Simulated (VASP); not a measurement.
Input of a VASP 6.6.1 run:

The input INCAR:

```
PREC     = Accurate       # precision mode
ENCUT    = 600            # plane-wave cutoff, eV
EDIFF    = 1E-6           # SCF threshold, eV
ISMEAR   = 0              # smearing method
SIGMA    = 0.02           # smearing width, eV
LREAL    = F              # projectors in reciprocal space
LASPH    = T              # aspherical terms in the spheres
NELM     = 80             # most SCF steps
ALGO     = Normal         # electronic algorithm
ISIF     = 4              # what is computed and relaxed
LWAVE    = F              # write WAVECAR
LCHARG   = F              # write CHGCAR
GGA      = PE             # functional
IBRION   = 2              # ionic algorithm
NSW      = 50             # ionic steps
EDIFFG   = -0.01          # ionic threshold
```

File KPOINTS:

```
Automatic mesh
0
Gamma
  12 12 6
```

Contents of POSCAR:

```
Si
1.0
    3.7711335943      0.0000000000      0.0000000000
   -1.8855667972      3.2658974938      0.0000000000
    0.0000000000      0.0000000000      6.2401396142
Si
4
Direct
    0.3333333333      0.6666666667      0.0631057822
    0.6666666667      0.3333333333      0.5631057822
    0.3333333333      0.6666666667      0.4368942178
    0.6666666667      0.3333333333      0.9368942178
```

Potentials or basis: VASP PAW PBE potentials, release 64 (Si).

The run is started by

```bash
$ cat potpaw_PBE.64/Si/POTCAR > POTCAR
$ mpirun -np 1 vasp_std > vasp.out
```

Task: Estimate the band gap on the k mesh.

Result: 0.31 eV (least direct gap 1.16 eV).

Forces on the atoms (eV/Å):
```
Si   0.000  0.000 -0.009
Si   0.000  0.000 -0.009
Si   0.000  0.000  0.009
Si   0.000  0.000  0.009
```

Caveat: semilocal functionals underestimate gaps, and a narrow one can read as zero. A k mesh can miss the band edges.
